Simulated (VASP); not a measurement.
# CuPt2 (P6/mmm) in VASP: a series of runs

Runs on CuPt2. Level: PBE. Tasks: single point, relaxation of cell and atoms.

All numbers are computed with VASP 6.6.1; they aren't measurements. Logs are shortened: lines on timing, memory, paths and dates and some standing lists are left out, and cuts for length are marked.

## Step 1: The cell of the first run

Symmetry: P6/mmm, No. 191, hexagonal system. The conventional cell has a = 4.426 Å, b = 4.426 Å, c = 2.695 Å, α = 90.00°, β = 90.00°, γ = 120.00°. Cu (site symmetry 6/mmm) has 2 Cu at 2.70 Å and 12 Pt at 2.89 Å within 3.6 Å. Within 3.4 Å of Pt (site symmetry -6m2) lie 5 Pt at 2.56 to 2.70 Å and 6 Cu at 2.89 Å.

## Step 2: Single point, PBE

INCAR

```
SYSTEM = CuPt2
  PREC = Accurate
  ENCUT = 520
  EDIFF = 1E-6
  ISMEAR = 0
  SIGMA = 0.1
  LREAL = .FALSE.
  LASPH = .TRUE.
  NELM = 100
  ALGO = Normal
  ISIF = 2
  LWAVE = .FALSE.
  LCHARG = .FALSE.
  GGA = PE
  NBANDS = 22
```

KPOINTS

```
regular mesh
0
G
  6 6 6
  0 0 0
```

POSCAR

```
CuPt2
1.0
    4.4259910559      0.0000000000      0.0000000000
   -2.2129955280      3.8330206913      0.0000000000
    0.0000000000      0.0000000000      2.6952459576
Cu Pt
1 2
Direct
    0.0000000000      0.0000000000      0.0000000000
    0.3333333333      0.6666666667      0.5000000000
    0.6666666667      0.3333333333      0.5000000000
```

Potentials or basis: VASP PAW PBE potentials, release 64 (Cu, Pt).

Command:

```console
$ cat potpaw_PBE.64/Cu/POTCAR potpaw_PBE.64/Pt/POTCAR > POTCAR
$ mpirun -np 1 vasp_std > vasp.out
```

OUTCAR:

```text
SYSTEM = CuPt2
   PREC = Accurate
   ENCUT = 520
   EDIFF = 1E-6
   ISMEAR = 0
   LREAL = .FALSE.
   LASPH = .TRUE.
   NELM = 100
   ISIF = 2
   GGA = PE

 ion  position               nearest neighbor table
   1  0.000  0.000  0.000-   2 2.89   3 2.89   2 2.89   3 2.89   2 2.89   2 2.89   3 2.89   3 2.89
                             3 2.89   3 2.89   2 2.89   2 2.89
   2  0.333  0.667  0.500-   3 2.56   3 2.56   3 2.56   1 2.89   1 2.89   1 2.89   1 2.89   1 2.89
                             1 2.89
   3  0.667  0.333  0.500-   2 2.56   2 2.56   2 2.56   1 2.89   1 2.89   1 2.89   1 2.89   1 2.89
                             1 2.89

  LATTYP: Found a hexagonal cell.
 ALAT       =     4.4259910559
 C/A-ratio  =     0.6089587447

  Lattice vectors:

 A1 = (   4.4259910559,   0.0000000000,   0.0000000000)
 A2 = (  -2.2129955280,   3.8330206913,   0.0000000000)
 A3 = (   0.0000000000,   0.0000000000,   2.6952459576)

Analysis of symmetry for initial positions (statically):
=====================================================================
 Subroutine PRICEL returns:
 Original cell was already a primitive cell.

 Routine SETGRP: Setting up the symmetry group for a
 hexagonal supercell.

 Subroutine GETGRP returns: Found 24 space group operations
 (whereof 24 operations were pure point group operations)
 out of a pool of 24 trial point group operations.

The static configuration has the point symmetry D_6h.

Analysis of symmetry for dynamics (positions and initial velocities):
=====================================================================
 Subroutine PRICEL returns:
 Original cell was already a primitive cell.

 Routine SETGRP: Setting up the symmetry group for a
 hexagonal supercell.

 Subroutine GETGRP returns: Found 24 space group operations
 (whereof 24 operations were pure point group operations)
 out of a pool of 24 trial point group operations.

The dynamic configuration has the point symmetry D_6h.

 Subroutine INISYM returns: Found 24 space group operations
 (whereof 24 operations are pure point group operations),
 and found     1 'primitive' translations

----------------------------------------------------------------------------------------

                                     Primitive cell

  volume of cell :      45.7246

  direct lattice vectors                    reciprocal lattice vectors
     4.425991056  0.000000000  0.000000000     0.225938098  0.130445422  0.000000000
    -2.212995528  3.833020691  0.000000000     0.000000000  0.260890843  0.000000000
     0.000000000  0.000000000  2.695245958     0.000000000  0.000000000  0.371023653

  length of vectors
     4.425991056  4.425991056  2.695245958     0.260890843  0.260890843  0.371023653

  position of ions in fractional coordinates (direct lattice)
     0.000000000  0.000000000  0.000000000
     0.333333333  0.666666667  0.500000000
     0.666666667  0.333333333  0.500000000

  ion indices of the primitive-cell ions
   primitive index   ion index
                 1           1
                 2           2
                 3           3

----------------------------------------------------------------------------------------

 KPOINTS: regular mesh

Automatic generation of k-mesh.
 Grid dimensions read from file:
 generate k-points for:    6    6    6

 Generating k-lattice:

  Cartesian coordinates                     Fractional coordinates (reciprocal lattice)
     0.037656350  0.021740904  0.000000000     0.166666667  0.000000000  0.000000000
     0.000000000  0.043481807  0.000000000     0.000000000  0.166666667  0.000000000
     0.000000000  0.000000000  0.061837275     0.000000000  0.000000000  0.166666667

  Length of vectors
     0.043481807  0.043481807  0.061837275

  Shift w.r.t. Gamma in fractional coordinates (k-lattice)
     0.000000000  0.000000000  0.000000000

 Subroutine IBZKPT returns following result:
 ===========================================

 Found     28 irreducible k-points:

 Following reciprocal coordinates:
            Coordinates               Weight
  0.000000  0.000000  0.000000      1.000000
  0.166667  0.000000  0.000000      6.000000
  0.333333  0.000000  0.000000      6.000000
  0.500000  0.000000  0.000000      3.000000
  0.166667  0.166667  0.000000      6.000000
  0.333333  0.166667  0.000000     12.000000
[... 16 lines left out ...]
  0.166667  0.000000  0.500000      6.000000
  0.333333  0.000000  0.500000      6.000000
 [... further k-points ...]
   k-points           NKPTS =     28   k-points in BZ     NKDIM =     28   number of bands    NBANDS=     22
   number of dos      NEDOS =    301   number of ions     NIONS =      3
   total plane-waves  NPLWV =  25920
   dimension x,y,z NGX =    36 NGY =   36 NGZ =   20
   dimension x,y,z NGXF=    72 NGYF=   72 NGZF=   40
   ions per type =               1   2
   NGX,Y,Z   is equivalent  to a cutoff of  13.52, 13.52, 12.34 a.u.
   NGXF,Y,Z  is equivalent  to a cutoff of  27.04, 27.04, 24.67 a.u.
 SYSTEM =  CuPt2
   PREC   = accura    normal or accurate (medium, high low for compatibility)
   ISTART =      0    job   : 0-new  1-cont  2-samecut
   ICHARG =      2    charge: 1-file 2-atom 10-const
   ISPIN  =      1    spin polarized calculation?
   LNONCOLLINEAR =      F non collinear calculations
   LSORBIT =      F    spin-orbit coupling
   LASPH  =      T    aspherical Exc in radial PAW
   ENCUT  =  520.0 eV  38.22 Ry    6.18 a.u.   8.23  8.23  5.01*2*pi/ulx,y,z
   NELM   =    100;   NELMIN=  2; NELMDL= -5     # of ELM steps
   EDIFF  = 0.1E-05   stopping-criterion for ELM
   LREAL  =      F    real-space projection
   EDIFFG = 0.1E-04   stopping-criterion for IOM
   NSW    =      0    number of steps for IOM
   IBRION =     -1    ionic relax: 0-MD 1-quasi-New 2-CG
   NFREE  =      0    steps in history (QN), initial steepest desc. (CG)
   ISIF   =      2    stress and relaxation
   ISYM   =      2    0-nonsym 1-usesym 2-fastsym
   POTIM  = 0.5000    time-step for ionic-motion
   TEBEG  =    0.0;   TEEND  =   0.0 temperature during run
   PSTRESS=    0.0 pullay stress
   NELECT =      31.0000    total number of electrons
   NUPDOWN=      -1.0000    fix difference up-down
   EMIN   =  10.00;   EMAX   =-10.00  energy-range for DOS
   EFERMI =   0.00;   METHOD = LEGACY
   ISMEAR =     0;   SIGMA  =   0.10  broadening in eV -4-tet -1-fermi 0-gaus
   EFERMI_NEDOS =   21; number of points for ismear=-14 and -15
   IALGO  =     38    algorithm
   IMIX   =      4    mixing-type and parameters
     AMIX     =   0.40;   BMIX     =  1.00
     AMIX_MAG =   1.60;   BMIX_MAG =  1.00
  volume/ion in A,a.u.               =      15.24       102.85
  Fermi-wavevector in a.u.,A,eV,Ry     =   1.438176  2.717759 28.141612  2.068350
  Thomas-Fermi vector in A             =   2.557172
   LORBIT       =      0    0 simple, 1 ext, 2 COOP (PROOUT), +10 PAW based schemes
   GGA     = PE    functional components
   LHFCALC =     F    Hartree Fock is set to
   AEXX    =    0.0000 exact exchange contribution
   IVDW    =     0    specifies the selected vdW correction
   LEPSILON=     F    determine dielectric tensor
   LRPA    =     F    only Hartree local field effects (RPA)
 non-spin polarized calculation
 Gauss-broadening in eV      SIGMA  =   0.10
  energy-cutoff  :      520.00
  volume of cell :       45.72
 maximum number of plane-waves:      1260
 NGX is ok and might be reduce to    36
   NGX = 17   NGY = 17   NGZ = 11

 number of electron      30.9999984 magnetization

 Free energy of the ion-electron system (eV)
  ---------------------------------------------------
  ext. energy  EPLUGINS =         0.00000000
  ---------------------------------------------------
  free energy    TOTEN  =       -15.78243313 eV

  energy without entropy =      -15.76236098  energy(sigma->0) =      -15.77239705

 E-fermi :   8.7418     XC(G=0): -12.7267

 val. band max:        8.6816043119   @ k =   0.3333   0.1667   0.0000
 cond. band min:       8.7425706974   @ k =   0.3333   0.1667   0.3333
 fundamental gap:      0.0609663854
 Fermi energy:         8.7417880477

 k-point     1 :       0.0000    0.0000    0.0000
  band No.  band energies     occupation
      1      -0.2926      2.00000
      2       3.2253      2.00000
      3       4.4208      2.00000
      4       4.7631      2.00000
      5       4.7631      2.00000
      6       5.0663      2.00000
[... 14 lines left out ...]
     21      15.8688      0.00000
     22      15.8688      0.00000

 k-point     2 :       0.1667    0.0000    0.0000
  band No.  band energies     occupation
      1       0.0612      2.00000
      2       3.3357      2.00000
      3       3.9246      2.00000
      4       4.2465      2.00000
      5       4.3497      2.00000
      6       5.3163      2.00000
[... 14 lines left out ...]
     21      17.7780      0.00000
     22      18.6684      0.00000

 k-point     3 :       0.3333    0.0000    0.0000
  band No.  band energies     occupation
      1       1.0355      2.00000
      2       3.0595      2.00000
      3       3.6098      2.00000
      4       3.7291      2.00000
      5       4.0683      2.00000
      6       4.9595      2.00000
[... 14 lines left out ...]
     21      20.3558      0.00000
     22      21.9643      0.00000
[... 476 lines left out ...]
 k-point    23 :       0.1667    0.0000    0.5000
  band No.  band energies     occupation
      1       2.9648      2.00000
      2       3.4572      2.00000
      3       3.5379      2.00000
      4       4.6241      2.00000
      5       4.6245      2.00000
      6       4.9952      2.00000
[... 14 lines left out ...]
     21      17.6420      0.00000
     22      17.6781      0.00000

 k-point    24 :       0.3333    0.0000    0.5000
  band No.  band energies     occupation
      1       3.3651      2.00000
      2       3.3733      2.00000
      3       3.4240      2.00000
      4       4.3383      2.00000
      5       4.4084      2.00000
      6       4.9072      2.00000
[... 14 lines left out ...]
     21      16.2133      0.00000
     22      18.0756      0.00000

 [... further k-points ...]

------------------------ aborting loop because EDIFF is reached ----------------------------------------

  FORCE on cell =-STRESS in cart. coord.  units (eV):
  Direction    XX          YY          ZZ          XY          YZ          ZX
  --------------------------------------------------------------------------------------
  -------------------------------------------------------------------------------------
  Total       -0.0494323     -0.0494323     -0.0536333      0.0000000      0.0000000      0.0000000
  in kB       -1.7320943     -1.7320943     -1.8792940      0.0000000      0.0000000      0.0000000
  external PRESSURE =      -1.7811609 kB  Pullay stress =       0.0000000 kB

 VOLUME and BASIS-vectors are now :
 -----------------------------------------------------------------------------
  energy-cutoff  :      520.00
  volume of cell :       45.72
      direct lattice vectors                 reciprocal lattice vectors
     4.425991056  0.000000000  0.000000000     0.225938098  0.130445422  0.000000000
    -2.212995528  3.833020691  0.000000000     0.000000000  0.260890843  0.000000000
     0.000000000  0.000000000  2.695245958     0.000000000  0.000000000  0.371023653

 POSITION                                       TOTAL-FORCE (eV/Angst)
 -----------------------------------------------------------------------------------
      0.00000      0.00000      0.00000         0.000000      0.000000      0.000000
     -0.00000      2.55535      1.34762        -0.000000     -0.000000      0.000000
      2.21300      1.27767      1.34762         0.000000      0.000000      0.000000
 -----------------------------------------------------------------------------------
    total drift:                                0.000000      0.000000     -0.000000

  FREE ENERGIE OF THE ION-ELECTRON SYSTEM (eV)
  ---------------------------------------------------
  free  energy   TOTEN  =       -15.7824331311 eV

  energy  without entropy=      -15.7623609763  energy(sigma->0) =      -15.77239705
```

It took 26 s on 1 thread of Intel Xeon Platinum 8488C (Sapphire Rapids), shared host; peak memory 0.18 GiB.

Results:

| Property | Result |
| --- | --- |
| Free energy | -15.7824 eV |
| Pressure | -0.2 GPa |

Caveat: the k points lie up to 0.39 Å⁻¹ apart; spin-orbit coupling is left out, which moves the levels of the heavy elements.

## Step 3: Relaxation of cell and atoms, PBE

This run uses another cell than the first one, of 13.33 Å³/atom, 0.875 times its volume.

INCAR

```
PREC = Accurate
ENCUT = 600
EDIFF = 1E-6
ISMEAR = 0
SIGMA = 0.1
LREAL = F
LASPH = T
NELM = 100
ALGO = Normal
ISIF = 3
LWAVE = F
LCHARG = F
GGA = PE
IBRION = 2
NSW = 90
EDIFFG = -0.04
```

KPOINTS

```
Automatic mesh
0
Gamma
  6 6 6
```

POSCAR

```
CuPt2
1.0
    4.0340027597      0.0000000000      0.0000000000
   -2.0170013799      3.4935488689      0.0000000000
    0.0000000000      0.0000000000      2.8373731253
Cu Pt
1 2
Direct
    0.0000000000      0.0000000000      0.0000000000
    0.3333333333      0.6666666667      0.5000000000
    0.6666666667      0.3333333333      0.5000000000
```

Potentials or basis: VASP PAW PBE potentials, release 64 (Cu, Pt).

Command:

```console
$ cat potpaw_PBE.64/Cu/POTCAR potpaw_PBE.64/Pt/POTCAR > POTCAR
$ mpirun -np 1 vasp_std > vasp.out
```

Wall time 2 min (1 thread of Intel Xeon Platinum 8488C (Sapphire Rapids), shared host); peak memory 0.19 GiB.

It converged, with:

```yaml
Free_energy: -15.7794 eV
Relaxed_volume: 15.22 Å³/atom
Relaxed_cell: a = 4.424 Å, b = 4.424 Å, c = 2.694 Å, α = 90.00°, β = 90.00°, γ = 120.00°
Space_group_after_relaxing_to_0.05_Å: P6/mmm (No. 191)
Energy_gained_by_relaxing: 482.6 meV/atom
Ionic_steps: 9
Pressure_after_relaxing: 0.0 GPa
```

Step by step:
| step | energy change (eV) | largest force (eV/Å) | pressure (GPa) | volume (Å³) |
| --- | --- | --- | --- | --- |
| 1 | 0.0000 | 0.0000 | 50.14 | 39.99 |
| 2 | 1.5070 | 0.0000 | -25.40 | 68.07 |
| 3 | -1.2973 | 0.0000 | -9.19 | 48.80 |
| 4 | -1.3255 | 0.0000 | -5.87 | 47.85 |
| 5 | -1.3296 | 0.0000 | -4.05 | 47.35 |
| 6 | -1.4465 | 0.0000 | 0.69 | 45.53 |
| 7 | -1.4468 | 0.0000 | 1.11 | 45.43 |
| 8 | -1.4465 | 0.0000 | -1.21 | 45.94 |
| 9 | -1.4479 | 0.0000 | -0.01 | 45.67 |

Final structure:
```cif
data_structure
_symmetry_space_group_name_H-M 'P 1'
_symmetry_Int_Tables_number 1
_cell_length_a 4.4240
_cell_length_b 4.4240
_cell_length_c 2.6942
_cell_angle_alpha 90.000
_cell_angle_beta 90.000
_cell_angle_gamma 120.000
_cell_volume 45.67
loop_
_atom_site_label
_atom_site_type_symbol
_atom_site_fract_x
_atom_site_fract_y
_atom_site_fract_z
_atom_site_occupancy
Cu1 Cu 0.00000 0.00000 0.00000 1
Pt1 Pt 0.33333 0.66667 0.50000 1
Pt2 Pt 0.66667 0.33333 0.50000 1
```

Levels at points of the mesh, in eV from the Fermi level:
| k point | band 11 | band 12 | band 13 | band 14 | band 15 | band 16 | band 17 | band 18 | band 19 |
| --- | --- | --- | --- | --- | --- | --- | --- | --- | --- |
| (0.00, 0.00, 0.00) | -1.83 | -1.83 | -1.82 | -1.82 | 0.00 | 0.00 | 4.47 | 5.73 | 5.73 |
| (0.50, 0.00, 0.00) | -1.61 | -1.44 | -1.13 | -0.50 | -0.22 | 0.02 | 0.06 | 0.15 | 5.59 |
| (0.00, 0.00, 0.50) | -1.33 | -1.33 | -0.83 | -0.83 | -0.18 | 1.53 | 2.71 | 8.12 | 8.80 |
| (0.50, 0.00, 0.50) | -1.72 | -1.19 | -0.94 | -0.57 | 0.74 | 2.30 | 2.81 | 4.79 | 4.82 |

Caveat: the k points lie up to 0.39 Å⁻¹ apart in the final cell; spin-orbit coupling is left out, which moves the levels of the heavy elements.

(Part 1 of 2 ends here.)
